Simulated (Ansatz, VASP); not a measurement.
Given: the input of a run of Ansatz 0.2.0 on CaO.

The input input.yaml:

```yaml
crystal:
  lattice:
    - [0.0, 2.403555696, 2.403555696]
    - [2.403555696, 0.0, 2.403555696]
    - [2.403555696, 2.403555696, 0.0]
  atoms:
    - { symbol: Ca, position: [0.0, 0.0, 0.0] }
    - { symbol: O, position: [0.5, 0.5, 0.5] }
hamiltonian:
  xc: hse06
  pseudopotentials: { kind: paw }
kpoints:
  mp_grid: { grid: [5, 5, 5] }
scf:
  occupations: { method: fermi_dirac, width: 0.05 }
output:
  forces: true
  stress: true
relax:
  f_tol: 0.01
  max_steps: 40
  cell: { stress_tol: 0.05 }
```

Potentials or basis: Ansatz PAW.

Run with:

```bash
$ ansatz run input.yaml --threads 2 --pin off --max-ram 5632MiB --backend cpu --events-out ev --progress --plain --runs-dir out
```

Set up the same calculation for VASP 6.6.1. Potentials there: VASP PAW PBE potentials, release 64 (Ca_sv, O).

As run (the cutoff follows the program's own potentials):

The input POSCAR:

```
CaO
1.0
    0.0000000000      2.4035556960      2.4035556960
    2.4035556960      0.0000000000      2.4035556960
    2.4035556960      2.4035556960      0.0000000000
Ca O
1 1
Direct
    0.0000000000      0.0000000000      0.0000000000
    0.5000000000      0.5000000000      0.5000000000
```

INCAR.step1

```
SYSTEM = CaO
  ALGO = Normal
  EDIFF = 1E-5
  ENCUT = 600
  GGA = PE
  ISMEAR = -1
  LASPH = .True.
  LCHARG = .False.
  LREAL = .False.
  LWAVE = .True.
  NBANDS = 15
  NELM = 100
  PREC = Accurate
  SIGMA = 0.05
```

The input INCAR.step2:

```
SYSTEM = CaO
  ALGO = Normal
  EDIFF = 1E-6
  EDIFFG = -0.01
  ENCUT = 600
  GGA = PE
  HFSCREEN = 0.2079
  IBRION = 2
  ISIF = 3
  ISMEAR = -1
  ISTART = 1
  LASPH = .True.
  LCHARG = .False.
  LHFCALC = .True.
  LREAL = .False.
  LWAVE = .False.
  NELM = 100
  NSW = 60
  PREC = Accurate
  PRECFOCK = Normal
  SIGMA = 0.05
```

File KPOINTS:

```
k-points
0
Gamma
  5 5 5
  0 0 0
```

Potentials or basis: VASP PAW PBE potentials, release 64 (Ca_sv, O).

Run with:

```bash
$ cat potpaw_PBE.64/Ca_sv/POTCAR potpaw_PBE.64/O/POTCAR > POTCAR
$ cp INCAR.step1 INCAR
$ mpirun -np 1 vasp_std > vasp.out
$ cp INCAR.step2 INCAR
$ mpirun -np 1 vasp_std > vasp.out
```

Both were run:

|  | VASP | Ansatz | Ansatz less VASP |
| --- | --- | --- | --- |
| gap on the k mesh at the Fermi level, each at its own relaxed structure (eV) | 5.50 | 5.51 | +0.016 |
| relaxed volume (Å³/atom) | 13.89 | 13.81 | -0.075 |
| relaxed length of the cell vector where the two differ most in proportion (Å) | 3.399 | 3.393 | -0.0061 |

The k mesh is coarse, so the values compare programs but aren't converged. Noted on VASP's run: the relaxation stopped at its first step, so nothing moved. Noted on Ansatz's run: odd divisions of the mesh miss points on the zone boundary, where band edges often lie, so the gap on the mesh can be too wide; the plane-wave basis is chosen anew once the cell has moved, so the energies of steps on either side of that aren't comparable.
